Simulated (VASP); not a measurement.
The system is PbO2.

```xyz
3
Lattice="0.0000 2.7199 2.7199 2.7199 0.0000 2.7199 2.7199 2.7199 0.0000" Properties=species:S:1:pos:R:3 pbc="T T T"
Pb    0.0000    0.0000    0.0000
O     4.0798    4.0798    4.0798
O     1.3599    1.3599    1.3599
```

This cell differs from its parent crystal: volume scaled by 1.02.

Base run:

```yaml
Program: VASP 6.6.1
Functional: PBEsol
Potentials_or_basis: VASP PAW PBE potentials, release 64 (Pb_d, O)
Cutoff: 520 eV
k_mesh: 9 × 9 × 9
Occupations: fermi-dirac, width 0.05 eV
Spin: no spin polarisation
```

Its results: band gap on the k mesh zero (band 13 reaches 5.18 eV, above the bottom of band 14 at 4.06 eV); pressure -7.9 GPa.

Q: The run is repeated on the same cell with these changes: functional from PBEsol to PBE. What comes out?

A: Band gap on the k mesh zero (band 13 reaches 5.33 eV, above the bottom of band 14 at 4.22 eV); pressure -2.0 GPa.

PBE binds less tightly than PBEsol, so the same cell stands under more pressure.

Caveats: spin-orbit coupling is left out, which moves the levels of the heavy elements; the PAW data sets were made with another functional, which shifts forces and pressure a little (some runs).
